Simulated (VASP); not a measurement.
Wanted: the native input for a VASP 6.6.1 run.

```yaml
Task: single point
Functional: PBE
Potentials_or_basis: VASP PAW PBE potentials, release 64 (Sn_d, Se)
Cutoff: 520 eV
k_mesh: 7 × 7 × 7
Occupations: fermi-dirac, width 0.1 eV
Spin: no spin polarisation
Dipole_correction: no
Further_INCAR_settings: ALGO = Normal; EDIFF = 1e-06; NBANDS = 32
```

The structure of Sn3Se lies in POSCAR:

```
Sn3Se
1.0
    4.7418790000      0.0000000000      0.0000000000
    0.0000000000      4.7418790000      0.0000000000
    0.0000000000      0.0000000000      4.7418790000
Sn Se
3 1
Direct
    0.5000000000      0.5000000000      0.0000000000
    0.5000000000      0.0000000000      0.5000000000
    0.0000000000      0.5000000000      0.5000000000
    0.0000000000      0.0000000000      0.0000000000
```

The input as run:

INCAR

```
SYSTEM = Sn3Se
  PREC = Accurate
  ENCUT = 520
  EDIFF = 1E-6
  ISMEAR = -1
  SIGMA = 0.1
  LREAL = .FALSE.
  LASPH = .TRUE.
  NELM = 100
  ALGO = Normal
  ISIF = 2
  LWAVE = .FALSE.
  LCHARG = .FALSE.
  GGA = PE
  NBANDS = 32
```

KPOINTS

```
regular mesh
0
G
  7 7 7
  0 0 0
```

Potentials or basis: VASP PAW PBE potentials, release 64 (Sn_d, Se).

Launch:

```bash
$ cat potpaw_PBE.64/Sn_d/POTCAR potpaw_PBE.64/Se/POTCAR > POTCAR
$ mpirun -np 1 vasp_std > vasp.out
```

It gave:

| Quantity | Value |
| --- | --- |
| Pressure | 0.1 GPa |
| Band gap on the k mesh | zero (band 24 reaches 8.71 eV, above the bottom of band 25 at 6.81 eV) |

Caveat: spin-orbit coupling is left out, which moves the levels of the heavy elements.

It took 110 s on 1 thread of AMD EPYC 7R13, with other jobs on the host, peak memory 0.2 GiB.
